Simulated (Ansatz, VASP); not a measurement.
One calculation of In2O, two programs

```
O In
1.0
     0.00000    3.20627    3.20627
     3.20627    0.00000    3.20627
     3.20627    3.20627    0.00000
O In
1 2
Direct
  0.00000 0.00000 0.00000
  0.25000 0.25000 0.25000
  0.75000 0.75000 0.75000
```

Alike in both runs: task electric field gradients; functional PBE; k mesh 10 × 10 × 10; occupations fermi-dirac, width 0.03 eV; no spin polarisation.

|  | VASP | Ansatz |
| --- | --- | --- |
| version | VASP 6.6.1 | Ansatz 0.2.0 |
| potentials or method | VASP PAW PBE potentials, release 64 (O, In_d), cutoff 520 eV | all-electron PAW with datasets made for the crystal, scalar-relativistic |

```csv
,VASP,Ansatz,Ansatz less VASP
pressure (GPa),0.0,0.0,+0.03
```

Ansatz ran all-electron here, and VASP with PAW potentials.
